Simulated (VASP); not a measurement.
**KMgF3: single point with PBE**

KMgF3:

```
K Mg F
1.0
     3.96756    0.00000    0.00000
     0.00000    3.96756    0.00000
     0.00000    0.00000    3.96756
K Mg F
1 1 3
Cartesian
  1.9838 1.9838 1.9838
  0.0000 0.0000 0.0000
  1.9838 0.0000 0.0000
  0.0000 0.0000 1.9838
  0.0000 1.9838 0.0000
```

```json
{"Program": "VASP 6.6.1", "Task": "single point", "Functional": "PBE", "Potentials or basis": "VASP PAW PBE potentials, release 64 (K_sv, Mg, F)", "Cutoff": "600 eV", "k mesh": "3 × 3 × 3", "Occupations": "gaussian, width 0.01 eV", "Spin": "no spin polarisation", "Dipole correction": "no", "Further INCAR settings": "ALGO = Normal; EDIFF = 1e-06; NBANDS = 24"}
```

| Quantity | Value |
| --- | --- |
| Pressure | 4.4 GPa |
| Band gap on the k mesh | 7.58 eV, indirect (least direct gap 7.73 eV) |

Levels at points of the mesh, in eV from the valence-band top:
```
           k point  band 13  band 14  band 15  band 16  band 17  band 18  band 19  band 20
(0.00, 0.00, 0.00)    -0.47    -0.16    -0.16    -0.16     7.58    10.27    10.27    12.44
```

It took 9.1 s on 1 thread of Intel(R) Xeon(R) Platinum 8488C (Sapphire Rapids), on a shared host, peak memory 0.17 GiB.

Caveat: the k points lie up to 0.53 Å⁻¹ apart. PBE gaps usually lie below the measured ones, often by a third to a half.
